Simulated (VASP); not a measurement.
# Ga3Se: vibrations by perturbation theory with PBEsol

Ga3Se:

```xyz
4
Lattice="4.4325 0.0000 0.0000 0.0000 4.4325 0.0000 0.0000 0.0000 4.4325" Properties=species:S:1:pos:R:3 pbc="T T T"
Se    0.0000    0.0000    0.0000
Ga    2.2162    2.2162    0.0000
Ga    2.2162    0.0000    2.2162
Ga    0.0000    2.2162    2.2162
```

```yaml
Program: VASP 6.6.1
Task: vibrations by perturbation theory
Functional: PBEsol
Potentials_or_basis: VASP PAW PBE potentials, release 64 (Se, Ga_d)
Cutoff: 520 eV
k_mesh: 6 × 6 × 6
Occupations: fermi-dirac, width 0.05 eV
Spin: no spin polarisation
Dipole_correction: no
Further_INCAR_settings: ALGO = Normal; EDIFF = 1e-08; IBRION = 8; NSW = 1
```

The highest phonon frequency at Γ, LO-TO splitting left out is 98 cm⁻¹.

Phonon frequencies in cm⁻¹ (negative: imaginary):
| q point | frequencies |
| --- | --- |
| (0.000, 0.000, 0.000) | -17 -17 -17 3 3 3 33 33 33 98 98 98 |

Wall time 4.8 min on 1 thread of Intel(R) Xeon(R) 6975P-C (Granite Rapids), on a shared host, peak memory 0.46 GiB.

Caveat: the cell stands under pressure or tension, which shifts response properties; some modes are imaginary.
